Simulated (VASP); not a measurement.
Cu3O2:

```
CELL_PARAMETERS angstrom
-2.02298 2.02298 3.67362
2.02298 -2.02298 3.67362
2.02298 2.02298 -3.67362
ATOMIC_POSITIONS crystal
Cu 0.00000 0.00000 0.00000
Cu 0.75000 0.25000 0.50000
Cu 0.25000 0.75000 0.50000
O 0.50000 0.00000 0.50000
O 0.00000 0.50000 0.50000
```

Base run:

| Property | Result |
| --- | --- |
| Program | VASP 6.6.1 |
| Functional | PBEsol |
| Potentials or basis | VASP PAW PBE potentials, release 64 (Cu, O) |
| Cutoff | 520 eV |
| k mesh | 9 × 9 × 9 |
| Occupations | fermi-dirac, width 0.05 eV |
| Spin | no spin polarisation |

Its results: pressure -5.3 GPa.

After a change of settings the same cell gave: pressure 6.2 GPa. Which change was it?
A. functional from PBEsol to LDA; potentials or basis from VASP PAW PBE potentials, release 64 (Cu, O) to VASP PAW LDA potentials, release 64 (Cu, O)
B. k mesh from 9 × 9 × 9 to 8 × 8 × 8; further incar settings from ALGO = Normal; EDIFF = 1e-06; NBANDS = 30 to ALGO = Normal; EDIFF = 1e-07; NBANDS = 30
C. functional from PBEsol to RPBE
D. functional from PBEsol to PBE; further incar settings from ALGO = Normal; EDIFF = 1e-06; NBANDS = 30 to ALGO = Normal; EDIFF = 1e-07; NBANDS = 30

C.

RPBE binds less tightly than PBEsol, so the same cell stands under more pressure.

Caveats: the PAW data sets were made with another functional, which shifts forces and pressure a little; an odd number of electrons without spin polarisation forces a metal; a magnetic or distorted state may lie lower.
